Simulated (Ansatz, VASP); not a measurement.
**Two plane-wave programs on GaN**

```
Ga N
1.0
     0.00000    2.27424    2.27424
     2.27424    0.00000    2.27424
     2.27424    2.27424    0.00000
Ga N
1 1
Direct
  0.00000 0.00000 0.00000
  0.75000 0.75000 0.75000
```

Alike in both runs: task single point; functional r2SCAN; k mesh 10 × 10 × 10; occupations gaussian, width 0.02 eV; no spin polarisation.

```csv
,VASP,Ansatz
version,VASP 6.6.1,Ansatz 0.2.0
potentials or method,"VASP PAW PBE potentials, release 64 (Ga_d, N), cutoff 520 eV","scalar-relativistic, plane waves, PAW"
valence electrons in the cell,18,18
```

Ansatz gave:

* gap on the k mesh at the Fermi level (eV): 1.94
* least direct gap on the mesh (eV): 1.94
* pressure (GPa): -6.1

Which values does VASP return?

gap on the k mesh at the Fermi level (eV): 1.94; least direct gap on the mesh (eV): 1.94; pressure (GPa): -5.2.

VASP's potentials were made for PBE, not for r2SCAN.
